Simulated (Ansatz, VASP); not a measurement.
**BiTe: VASP beside Ansatz**

The input INCAR:

```
SYSTEM = BiTe
  ALGO = Normal
  EDIFF = 1E-6
  EDIFFG = -0.01
  ENCUT = 600
  GGA = PS
  IBRION = 2
  ISIF = 3
  ISMEAR = -1
  LASPH = .TRUE.
  LCHARG = .FALSE.
  LREAL = .FALSE.
  LWAVE = .FALSE.
  NELM = 100
  NSW = 60
  PREC = Accurate
  SIGMA = 0.05
```

KPOINTS

```
k-points
0
G
  7 7 7
  0 0 0
```

Contents of POSCAR:

```
BiTe
1.0
    2.4227077728      1.3987509848      3.3172919545
   -2.4227077728      1.3987509848      3.3172919545
    0.0000000000     -2.7975019696      3.3172919545
Bi Te
1 1
Direct
    0.5000000000      0.5000000000      0.5000000000
    0.0000000000      0.0000000000      0.0000000000
```

The input input.yaml:

```yaml
crystal:
  lattice:
    - [2.4227077728, 1.3987509848, 3.3172919545]
    - [-2.4227077728, 1.3987509848, 3.3172919545]
    - [0.0, -2.7975019696, 3.3172919545]
  atoms:
    - { symbol: Bi, position: [0.5, 0.5, 0.5] }
    - { symbol: Te, position: [0.0, 0.0, 0.0] }
hamiltonian:
  xc: pbesol
  pseudopotentials: { kind: paw }
kpoints:
  mp_grid: { grid: [7, 7, 7] }
scf:
  occupations: { method: fermi_dirac, width: 0.05 }
output:
  forces: true
  stress: true
  eigenvalues: true
  write_density: true
  write_potential: true
  elf: true
  volumetric_format: npy
relax:
  f_tol: 0.01
  max_steps: 40
  cell: { stress_tol: 0.05 }
```

Alike in both runs: task relaxation of cell and atoms; functional PBEsol; k mesh 7 × 7 × 7; occupations fermi-dirac, width 0.05 eV; no spin polarisation.

|  | VASP | Ansatz |
| --- | --- | --- |
| version | VASP 6.6.1 | Ansatz 0.2.0 |
| potentials or method | VASP PAW PBE potentials, release 64 (Bi_d, Te) | Ansatz PAW |
| plane-wave cutoff (eV) | 600 | 420 |
| valence electrons in the cell | 21 | 31 |

Ansatz gave:

| Item | Value |
| --- | --- |
| gap on the k mesh at the Fermi level, each at its own relaxed structure (eV) | none |
| relaxed volume (Å³/atom) | 31.96 |
| relaxed cell length with the largest relative difference (Å) | 4.229 |

**Question.** What did VASP give for the same quantities?

**Answer.** gap on the k mesh at the Fermi level, each at its own relaxed structure (eV): none; relaxed volume (Å³/atom): 31.95; relaxed cell length with the largest relative difference (Å): 4.226.

VASP's potentials were made for PBE, not for PBEsol. A gap of «none» marks a metal or a gap that the smearing closes. VASP's potentials hold 21 valence electrons a cell and Ansatz's 31, so a difference there can come from the potentials and not from the codes.

Spin-orbit coupling is off throughout. Noted on Ansatz's run: the plane-wave basis is chosen anew once the cell has moved, so the energies of steps on either side of that aren't comparable.
